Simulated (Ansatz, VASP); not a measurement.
**One calculation of MnS, two programs**

```
Mn S
1.0
     0.00000    2.42297    2.42297
     2.42297    0.00000    2.42297
     2.42297    2.42297    0.00000
Mn S
1 1
Direct
  0.00000 0.00000 0.00000
  0.75000 0.75000 0.75000
```

Change from the starting cell: volume scaled by 0.94.

Alike in both runs: task single point; functional PBEsol; k mesh 9 × 9 × 9; occupations fermi-dirac, width 0.05 eV; collinear spin.

|  | VASP | Ansatz |
| --- | --- | --- |
| version | VASP 6.6.1 | Ansatz 0.2.0 |
| potentials or method | VASP PAW PBE potentials, release 64 (Mn_pv, S), cutoff 520 eV | all-electron LAPW, scalar-relativistic |

|  | VASP | Ansatz | Ansatz less VASP |
| --- | --- | --- | --- |
| gap on the k mesh at the Fermi level (eV) | none | none | - |
| pressure (GPa) | 7.0 | 6.8 | -0.23 |
| net moment per atom (μB) | 0.07 | 0.08 | +0.011 |
| size of the moment on the site where the two differ most (μB) | 0.13 | 0.14 | +0.017 |

VASP's potentials were made for PBE, not for PBEsol. Site moments also hang on the region over which each program counts them. A gap of «none» marks a metal or a gap that the smearing closes. Ansatz ran all-electron here, and VASP with PAW potentials.
